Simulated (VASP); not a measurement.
# In3As (P4/mmm) in VASP: further runs

Runs on In3As. Level: PBE+D3(BJ). Tasks: single point.

All numbers are computed with VASP 6.6.1; they aren't measurements. Logs are shortened: lines on timing, memory, paths and dates and some standing lists are left out, and cuts for length are marked.

## (1) The cell of the first run

It takes space group P4/mmm (No. 123, tetragonal). Conventional cell: a = 4.602 Å, b = 4.602 Å, c = 3.912 Å, α = 90.00°, β = 90.00°, γ = 90.00°. Within 4.0 Å of In (site symmetry 4/mmm) lie 10 In at 3.02 to 3.91 Å and 4 As at 3.25 Å. In (site symmetry mmm) has 10 In at 3.02 to 3.91 Å and 4 As at 3.02 Å within 4.0 Å. As (site symmetry 4/mmm) has 12 In at 3.02 to 3.25 Å and 2 As at 3.91 Å within 4.0 Å.

## (2) Single point, PBE+D3(BJ) (strain -0.1500 x Voigt [1, 0, 0, 0, 0, 0])

INCAR

```
SYSTEM = In3As
PREC     = Accurate       ! precision mode
ENCUT    = 520            ! plane-wave cutoff, eV
EDIFF    = 1E-6           ! SCF threshold, eV
ISMEAR   = 0              ! smearing method
SIGMA    = 0.15           ! smearing width, eV
LREAL    = .False.        ! projectors in reciprocal space
LASPH    = .True.         ! aspherical terms in the spheres
NELM     = 100            ! most SCF steps
ALGO     = Fast           ! electronic algorithm
ISIF     = 2              ! what is computed and relaxed
LWAVE    = .False.        ! write WAVECAR
LCHARG   = .False.        ! write CHGCAR
GGA      = PE             ! functional
IVDW     = 12             ! dispersion correction
NBANDS   = 30             ! bands
```

KPOINTS

```
regular mesh
0
Gamma
  10 10 10
  0 0 0
```

POSCAR

```
In3As
1.0
    3.9118150778      0.0000000000      0.0000000000
    0.0000000000      4.6021353856      0.0000000000
    0.0000000000      0.0000000000      4.6021353856
In As
3 1
Direct
    0.0000000000      0.5000000000      0.5000000000
    0.5000000000      0.0000000000      0.5000000000
    0.5000000000      0.5000000000      0.0000000000
    0.0000000000      0.0000000000      0.0000000000
```

Potentials or basis: VASP PAW PBE potentials, release 64 (In_d, As).

Run with:

```
> cat potpaw_PBE.64/In_d/POTCAR potpaw_PBE.64/As/POTCAR > POTCAR
> mpirun -np 1 vasp_std > vasp.out
```

OUTCAR:

```text
SYSTEM = In3As
   PREC = Accurate
   ENCUT = 520
   EDIFF = 1E-6
   ISMEAR = 0
   LREAL = .False.
   LASPH = .True.
   NELM = 100
   ISIF = 2
   GGA = PE
   IVDW = 12
 IVDW          = 12

 ion  position               nearest neighbor table
   1  0.000  0.500  0.500-   2 3.02   3 3.02   3 3.02   2 3.02   2 3.02   3 3.02   3 3.02   2 3.02
                             4 3.25   4 3.25   4 3.25   4 3.25
   2  0.500  0.000  0.500-   1 3.02   4 3.02   4 3.02   1 3.02   1 3.02   4 3.02   4 3.02   1 3.02
                             3 3.25   3 3.25   3 3.25   3 3.25
   3  0.500  0.500  0.000-   1 3.02   4 3.02   1 3.02   4 3.02   1 3.02   4 3.02   1 3.02   4 3.02
                             2 3.25   2 3.25   2 3.25   2 3.25
   4  0.000  0.000  0.000-   2 3.02   3 3.02   2 3.02   3 3.02   2 3.02   3 3.02   2 3.02   3 3.02
                             1 3.25   1 3.25   1 3.25   1 3.25

  LATTYP: Found a simple tetragonal cell.
 ALAT       =     4.6021353856
 C/A-ratio  =     0.8500000000

  Lattice vectors:

 A1 = (   0.0000000000,   4.6021353856,   0.0000000000)
 A2 = (   0.0000000000,   0.0000000000,   4.6021353856)
 A3 = (   3.9118150778,   0.0000000000,   0.0000000000)

Analysis of symmetry for initial positions (statically):
=====================================================================
 Subroutine PRICEL returns:
 Original cell was already a primitive cell.

 Routine SETGRP: Setting up the symmetry group for a
 simple tetragonal supercell.

 Subroutine GETGRP returns: Found 16 space group operations
 (whereof 16 operations were pure point group operations)
 out of a pool of 16 trial point group operations.

The static configuration has the point symmetry D_4h.

Analysis of symmetry for dynamics (positions and initial velocities):
=====================================================================
 Subroutine PRICEL returns:
 Original cell was already a primitive cell.

 Routine SETGRP: Setting up the symmetry group for a
 simple tetragonal supercell.

 Subroutine GETGRP returns: Found 16 space group operations
 (whereof 16 operations were pure point group operations)
 out of a pool of 16 trial point group operations.

The dynamic configuration has the point symmetry D_4h.

 Subroutine INISYM returns: Found 16 space group operations
 (whereof 16 operations are pure point group operations),
 and found     1 'primitive' translations

----------------------------------------------------------------------------------------

                                     Primitive cell

  volume of cell :      82.8509

  direct lattice vectors                    reciprocal lattice vectors
     3.911815078  0.000000000  0.000000000     0.255635806  0.000000000  0.000000000
     0.000000000  4.602135386  0.000000000     0.000000000  0.217290435  0.000000000
     0.000000000  0.000000000  4.602135386     0.000000000  0.000000000  0.217290435

  length of vectors
     3.911815078  4.602135386  4.602135386     0.255635806  0.217290435  0.217290435

  position of ions in fractional coordinates (direct lattice)
     0.000000000  0.500000000  0.500000000
     0.500000000  0.000000000  0.500000000
     0.500000000  0.500000000  0.000000000
     0.000000000  0.000000000  0.000000000

  ion indices of the primitive-cell ions
   primitive index   ion index
                 1           1
                 2           2
                 3           3
                 4           4

----------------------------------------------------------------------------------------

 KPOINTS: regular mesh

Automatic generation of k-mesh.
 Grid dimensions read from file:
 generate k-points for:   10   10   10

 Generating k-lattice:

  Cartesian coordinates                     Fractional coordinates (reciprocal lattice)
     0.025563581  0.000000000  0.000000000     0.100000000  0.000000000  0.000000000
     0.000000000  0.021729044  0.000000000     0.000000000  0.100000000  0.000000000
     0.000000000  0.000000000  0.021729044     0.000000000  0.000000000  0.100000000

  Length of vectors
     0.025563581  0.021729044  0.021729044

  Shift w.r.t. Gamma in fractional coordinates (k-lattice)
     0.000000000  0.000000000  0.000000000

 Subroutine IBZKPT returns following result:
 ===========================================

 Found    126 irreducible k-points:

 Following reciprocal coordinates:
            Coordinates               Weight
  0.000000  0.000000  0.000000      1.000000
  0.100000  0.000000  0.000000      2.000000
  0.200000  0.000000  0.000000      2.000000
  0.300000  0.000000  0.000000      2.000000
  0.400000  0.000000  0.000000      2.000000
  0.500000  0.000000  0.000000      1.000000
[... 16 lines left out ...]
  0.400000  0.300000  0.000000      8.000000
  0.500000  0.300000  0.000000      4.000000
 [... further k-points ...]
   k-points           NKPTS =    126   k-points in BZ     NKDIM =    126   number of bands    NBANDS=     30
   number of dos      NEDOS =    301   number of ions     NIONS =      4
   total plane-waves  NPLWV =  38880
   dimension x,y,z NGX =    30 NGY =   36 NGZ =   36
   dimension x,y,z NGXF=    60 NGYF=   72 NGZF=   72
   ions per type =               3   1
   NGX,Y,Z   is equivalent  to a cutoff of  12.75, 13.00, 13.00 a.u.
   NGXF,Y,Z  is equivalent  to a cutoff of  25.50, 26.01, 26.01 a.u.
 SYSTEM =  In3As
   PREC   = accura    normal or accurate (medium, high low for compatibility)
   ISTART =      0    job   : 0-new  1-cont  2-samecut
   ICHARG =      2    charge: 1-file 2-atom 10-const
   ISPIN  =      1    spin polarized calculation?
   LNONCOLLINEAR =      F non collinear calculations
   LSORBIT =      F    spin-orbit coupling
   LASPH  =      T    aspherical Exc in radial PAW
   ENCUT  =  520.0 eV  38.22 Ry    6.18 a.u.   7.27  8.56  8.56*2*pi/ulx,y,z
   NELM   =    100;   NELMIN=  2; NELMDL= -5     # of ELM steps
   EDIFF  = 0.1E-05   stopping-criterion for ELM
   LREAL  =      F    real-space projection
   EDIFFG = 0.1E-04   stopping-criterion for IOM
   NSW    =      0    number of steps for IOM
   IBRION =     -1    ionic relax: 0-MD 1-quasi-New 2-CG
   NFREE  =      0    steps in history (QN), initial steepest desc. (CG)
   ISIF   =      2    stress and relaxation
   ISYM   =      2    0-nonsym 1-usesym 2-fastsym
   POTIM  = 0.5000    time-step for ionic-motion
   TEBEG  =    0.0;   TEEND  =   0.0 temperature during run
   PSTRESS=    0.0 pullay stress
   NELECT =      44.0000    total number of electrons
   NUPDOWN=      -1.0000    fix difference up-down
   EMIN   =  10.00;   EMAX   =-10.00  energy-range for DOS
   EFERMI =   0.00;   METHOD = LEGACY
   ISMEAR =     0;   SIGMA  =   0.15  broadening in eV -4-tet -1-fermi 0-gaus
   EFERMI_NEDOS =   21; number of points for ismear=-14 and -15
   IALGO  =     68    algorithm
   IMIX   =      4    mixing-type and parameters
     AMIX     =   0.40;   BMIX     =  1.00
     AMIX_MAG =   1.60;   BMIX_MAG =  1.00
  volume/ion in A,a.u.               =      20.71       139.78
  Fermi-wavevector in a.u.,A,eV,Ry     =   1.325745  2.505295 23.913600  1.757600
  Thomas-Fermi vector in A             =   2.455183
   LORBIT       =      0    0 simple, 1 ext, 2 COOP (PROOUT), +10 PAW based schemes
   GGA     = PE    functional components
   LHFCALC =     F    Hartree Fock is set to
   AEXX    =    0.0000 exact exchange contribution
   IVDW    =    12    specifies the selected vdW correction
   LEPSILON=     F    determine dielectric tensor
   LRPA    =     F    only Hartree local field effects (RPA)
 non-spin polarized calculation
 RMM-DIIS sequential band-by-band and
 Gauss-broadening in eV      SIGMA  =   0.15
  energy-cutoff  :      520.00
  volume of cell :       82.85
 maximum number of plane-waves:      2259
 NGX is ok and might be reduce to    30
   NGX = 15   NGY = 17   NGZ = 17

 number of electron      43.9999970 magnetization

 Free energy of the ion-electron system (eV)
  ---------------------------------------------------
  ext. energy  EPLUGINS =         0.00000000
  ---------------------------------------------------
  free energy    TOTEN  =       -11.32634235 eV

  energy without entropy =      -11.30305514  energy(sigma->0) =      -11.31469875

 E-fermi :   9.3191     XC(G=0): -11.1459

 val. band max:        9.3111941731   @ k =   0.4000   0.5000   0.1000
 cond. band min:       9.3201325690   @ k =   0.3000   0.4000   0.0000
 fundamental gap:      0.0089383959
 Fermi energy:         9.3191194277

 k-point     1 :       0.0000    0.0000    0.0000
  band No.  band energies     occupation
      1      -6.0146      2.00000
      2      -5.9797      2.00000
      3      -5.9797      2.00000
      4      -5.8543      2.00000
      5      -5.7822      2.00000
      6      -5.6248      2.00000
[... 22 lines left out ...]
     29      15.1020      0.00000
     30      15.6793      0.00000

 k-point     2 :       0.1000    0.0000    0.0000
  band No.  band energies     occupation
      1      -5.9904      2.00000
      2      -5.9621      2.00000
      3      -5.9621      2.00000
      4      -5.8451      2.00000
      5      -5.7652      2.00000
      6      -5.6186      2.00000
[... 22 lines left out ...]
     29      15.3107      0.00000
     30      15.7366      0.00000

 k-point     3 :       0.2000    0.0000    0.0000
  band No.  band energies     occupation
      1      -5.9219      2.00000
      2      -5.9098      2.00000
      3      -5.9098      2.00000
      4      -5.8189      2.00000
      5      -5.7181      2.00000
      6      -5.6020      2.00000
[... 22 lines left out ...]
     29      15.8453      0.00000
     30      15.9061      0.00000

 k-point     4 :       0.3000    0.0000    0.0000
  band No.  band energies     occupation
      1      -5.8246      2.00000
      2      -5.8246      2.00000
      3      -5.8220      2.00000
      4      -5.7814      2.00000
      5      -5.6521      2.00000
      6      -5.5796      2.00000
[... 616 lines left out ...]
     29      15.0575      0.00000
     30      15.9189      0.00000

 k-point    23 :       0.4000    0.3000    0.0000
  band No.  band energies     occupation
      1      -5.8214      2.00000
      2      -5.7544      2.00000
      3      -5.7144      2.00000
      4      -5.6182      2.00000
      5      -5.5878      2.00000
      6      -5.5744      2.00000
[... 22 lines left out ...]
     29      14.2946      0.00000
     30      17.7236      0.00000

 k-point    24 :       0.5000    0.3000    0.0000
  band No.  band energies     occupation
      1      -5.7773      2.00000
      2      -5.7622      2.00000
      3      -5.7030      2.00000
      4      -5.6372      2.00000
      5      -5.5396      2.00000
      6      -5.5184      2.00000
[... 22 lines left out ...]
     29      13.7443      0.00000
     30      18.6598      0.00000

 [... further k-points ...]

------------------------ aborting loop because EDIFF is reached ----------------------------------------

 Edisp (eV)   -1.72481

 E8    (eV) :    -0.8281

  FORCE on cell =-STRESS in cart. coord.  units (eV):
  Direction    XX          YY          ZZ          XY          YZ          ZX
  --------------------------------------------------------------------------------------
  -------------------------------------------------------------------------------------
  Total       5.75317     5.99762     5.99762     0.00000     0.00000     0.00000
  in kB     111.25537   115.98255   115.98255     0.00000     0.00000     0.00000
  external pressure =      114.41 kB  Pullay stress =        0.00 kB

 VOLUME and BASIS-vectors are now :
 -----------------------------------------------------------------------------
  energy-cutoff  :      520.00
  volume of cell :       82.85
      direct lattice vectors                 reciprocal lattice vectors
     3.911815078  0.000000000  0.000000000     0.255635806  0.000000000  0.000000000
     0.000000000  4.602135386  0.000000000     0.000000000  0.217290435  0.000000000
     0.000000000  0.000000000  4.602135386     0.000000000  0.000000000  0.217290435

 POSITION                                       TOTAL-FORCE (eV/Angst)
 -----------------------------------------------------------------------------------
      0.00000      2.30107      2.30107         0.000000      0.000000      0.000000
      1.95591      0.00000      2.30107         0.000000      0.000000      0.000000
      1.95591      2.30107      0.00000         0.000000      0.000000      0.000000
      0.00000      0.00000      0.00000         0.000000      0.000000      0.000000
 -----------------------------------------------------------------------------------
    total drift:                                0.000000      0.000000     -0.000000

  FREE ENERGIE OF THE ION-ELECTRON SYSTEM (eV)
  ---------------------------------------------------
  free  energy   TOTEN  =       -13.0511525807 eV

  energy  without entropy=      -13.0278653692  energy(sigma->0) =      -13.03950897
```

Run time: 4.7 min. Hardware: 1 thread of Intel Xeon 6975P-C, shared host; peak memory 0.38 GiB.

What came out:

- Free energy: -13.0512 eV
- Pressure: 11.4 GPa
- Band gap on the k mesh: zero (band 22 reaches 11.26 eV, above the bottom of band 23 at 4.92 eV)
- Dispersion energy per atom: -0.431 eV

Stress tensor (GPa, compression positive):
```
11.13  0.00  0.00
 0.00 11.60  0.00
 0.00  0.00 11.60
```

Caveat: the cell differs from its parent crystal (strain -0.1500 x Voigt [1, 0, 0, 0, 0, 0]); spin-orbit coupling is left out, which moves the levels of the heavy elements; pairwise dispersion overbinds metals, which lowers pressure and volume.

## (3) Single point, PBE+D3(BJ) (strain -0.1125 x Voigt [1, 0, 0, 0, 0, 0])

INCAR

```
SYSTEM = In3As
ALGO = Fast
EDIFF = 1E-6
ENCUT = 520
GGA = PE
ISIF = 2
ISMEAR = 0
IVDW = 12
LASPH = .True.
LCHARG = .False.
LREAL = .False.
LWAVE = .False.
NBANDS = 30
NELM = 60
PREC = Accurate
SIGMA = 0.15
```

KPOINTS

```
k-points
0
Gamma
  10 10 10
  0 0 0
```

POSCAR, as its differences from that of step 2:

```diff
@@ -2,3 +2,3 @@
 1.0
-    3.9118150778      0.0000000000      0.0000000000
+    4.0843951547      0.0000000000      0.0000000000
     0.0000000000      4.6021353856      0.0000000000
```

Potentials or basis: VASP PAW PBE potentials, release 64 (In_d, As).

Run with:

```
> cat potpaw_PBE.64/In_d/POTCAR potpaw_PBE.64/As/POTCAR > POTCAR
> mpirun -np 1 vasp_std > vasp.out
```

Run time: 5.6 min. Hardware: 1 thread of Intel Xeon 6975P-C, shared host; peak memory 0.4 GiB.

It converged, with:

```yaml
Free_energy: -13.2586 eV
Pressure: 7.6 GPa
Band_gap_on_the_k_mesh: zero (band 22 reaches 10.30 eV, above the bottom of band 23 at 4.52 eV)
Dispersion_energy_per_atom: -0.412 eV
```

Stress tensor (GPa, compression positive):
```
7.25 0.00 0.00
0.00 7.78 0.00
0.00 0.00 7.78
```

Levels at points of the mesh, in eV from the Fermi level:
| k point | band 19 | band 20 | band 21 | band 22 | band 23 | band 24 | band 25 | band 26 |
| --- | --- | --- | --- | --- | --- | --- | --- | --- |
| (0.00, 0.00, 0.00) | -4.08 | -2.79 | -2.57 | -0.75 | 1.71 | 1.71 | 2.50 | 5.15 |
| (0.50, 0.00, 0.00) | -2.10 | -2.10 | -1.22 | -0.61 | -0.47 | -0.47 | 0.60 | 4.48 |
| (0.00, 0.50, 0.00) | -2.65 | -1.51 | -1.39 | -1.10 | 0.50 | 0.95 | 1.61 | 5.00 |
| (0.50, 0.50, 0.00) | -6.44 | -1.27 | -1.05 | 0.08 | 0.28 | 1.43 | 1.46 | 1.55 |
| (0.00, 0.50, 0.50) | -7.00 | -0.65 | 0.38 | 1.57 | 1.57 | 2.59 | 2.59 | 2.97 |
| (0.50, 0.50, 0.50) | -4.94 | -4.43 | -4.43 | -4.41 | -4.21 | 4.62 | 4.62 | 6.31 |

Caveat: the cell differs from its parent crystal (strain -0.1125 x Voigt [1, 0, 0, 0, 0, 0]); spin-orbit coupling is left out, which moves the levels of the heavy elements; pairwise dispersion overbinds metals, which lowers pressure and volume.

(Part 1 of 2 ends here.)
